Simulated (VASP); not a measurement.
Crystal: CdF2.

```
Cd F
1.0
     0.00000    2.69418    2.69418
     2.55166    0.00000    2.69418
     2.55166    2.69418    0.00000
Cd F
1 2
Direct
  0.00000 0.00000 0.00000
  0.25000 0.25000 0.25000
  0.75000 0.75000 0.75000
```

This cell differs from its parent crystal: uniaxial x strain -5.3%.

Base run:

* Program: VASP 6.6.1
* Functional: PBE
* Potentials or basis: VASP PAW PBE potentials, release 64 (Cd, F)
* Cutoff: 520 eV
* k mesh: 8 × 8 × 8
* Occupations: fermi-dirac, width 0.02 eV
* Spin: no spin polarisation

Its results: band gap on the k mesh 3.17 eV, indirect (least direct gap 3.61 eV); pressure 13.7 GPa.

Problem. The run is repeated on the same cell with these changes: functional from PBE to r2SCAN; occupations from fermi-dirac, width 0.02 eV to gaussian, width 0.01 eV. What comes out?

Solution. Band gap on the k mesh 3.86 eV, indirect (least direct gap 4.29 eV); pressure 8.3 GPa.

Caveats: the PAW data sets were made with another functional, which shifts forces and pressure a little (some runs).

A k mesh can miss the band edges.
